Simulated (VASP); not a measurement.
A run of VASP 6.6.1 is set up as follows.

INCAR

```
SYSTEM = TlBr
PREC = Accurate
ENCUT = 500
EDIFF = 1E-8
ISMEAR = 0
SIGMA = 0.01
LREAL = .FALSE.
LASPH = .TRUE.
NELM = 120
ALGO = Normal
ISIF = 2
LWAVE = .FALSE.
LCHARG = .FALSE.
GGA = PE
IVDW = 12
IBRION = 6
NFREE = 2
POTIM = 0.015
NSW = 1
GGA_COMPAT = .FALSE.
```

Contents of KPOINTS:

```
Automatic mesh
0
G
  8 8 8
  0 0 0
```

File POSCAR:

```
TlBr
1.0
    3.6424967022      0.0000000000      0.0000000000
    0.0000000000      3.6424967022      0.0000000000
    0.0000000000      0.0000000000      3.6424967022
Tl Br
1 1
Direct
    0.0000000000      0.0000000000      0.0000000000
    0.5000000000      0.5000000000      0.5000000000
```

Potentials or basis: VASP PAW PBE potentials, release 64 (Tl_d, Br).

The run is started by

```sh
$ cat potpaw_PBE.64/Tl_d/POTCAR potpaw_PBE.64/Br/POTCAR > POTCAR
$ mpirun -np 1 vasp_std > vasp.out
```

(1) Predict the highest phonon frequency at Γ, LO-TO splitting left out.

(2) What does it give for the dispersion energy per atom?

Answers

(1) 102 cm⁻¹.

(2) -0.355 eV.

Caveat: the cell wasn't relaxed at this level first, which shifts response properties.
